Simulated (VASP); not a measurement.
Write the native input for VASP 6.6.1 that does the following.

```yaml
Task: single point
Functional: PBE
Potentials_or_basis: VASP PAW PBE potentials, release 64 (Ta_pv, N)
Cutoff: 520 eV
k_mesh: 18 × 18 × 6
Occupations: gaussian, width 0.15 eV
Spin: no spin polarisation
Dipole_correction: no
Further_INCAR_settings: ALGO = Normal; EDIFF = 1e-06; NBANDS = 27
```

The structure of Ta3N lies in POSCAR:

```
Ta3N
1.0
    3.0217748255      0.0000000000      0.0000000000
   -1.5108874128      2.6169337634      0.0000000000
    0.0000000000      0.0000000000      7.5575881873
Ta N
3 1
Direct
   -0.0413712766     -0.0206856383      0.4797443161
    0.2919620568      0.6459810284      0.1533393708
    0.6252953901      0.3126476951      0.8061492614
    0.0000000000      0.0000000000      0.0000000000
```

This cell differs from its parent crystal: all Ta atoms moved +0.188 Å, as atom 1 towards its neighbour atom 2 (Ta) at 3.021 Å.

The input as run:

INCAR

```
SYSTEM = Ta3N
PREC     = Accurate       ! precision mode
ENCUT    = 520            ! plane-wave cutoff, eV
EDIFF    = 1E-6           ! SCF threshold, eV
ISMEAR   = 0              ! smearing method
SIGMA    = 0.15           ! smearing width, eV
LREAL    = .False.        ! projectors in reciprocal space
LASPH    = .True.         ! aspherical terms in the spheres
NELM     = 60             ! most SCF steps
ALGO     = Normal         ! electronic algorithm
ISIF     = 2              ! what is computed and relaxed
LWAVE    = .False.        ! write WAVECAR
LCHARG   = .True.         ! write CHGCAR
GGA      = PE             ! functional
LELF     = .True.         ! ELF
LVHAR    = .True.       
NBANDS   = 27             ! bands
```

KPOINTS

```
Automatic mesh
0
Gamma
  18 18 6
  0 0 0
```

Potentials or basis: VASP PAW PBE potentials, release 64 (Ta_pv, N).

Run with:

```console
$ cat potpaw_PBE.64/Ta_pv/POTCAR potpaw_PBE.64/N/POTCAR > POTCAR
$ mpirun -np 1 vasp_std > vasp.out
```

It gave:

```
Pressure               : 2.6 GPa
Largest force          : 2.695 eV/Å
Band gap on the k mesh : zero (band 19 reaches 7.31 eV, above the bottom of band 20 at 6.35 eV)
```

Caveat: the cell differs from its parent crystal (all Ta atoms moved +0.188 Å, as atom 1 towards its neighbour atom 2 (Ta) at 3.021 Å); spin-orbit coupling is left out, which moves the levels of the heavy elements; forces of over 1 eV/Å act on the atoms, so gaps and moduli don't describe the material at rest.

Wall time 14 min on 1 thread of Oxide Virtual Turin-like Processor (shared host), peak memory 0.69 GiB.
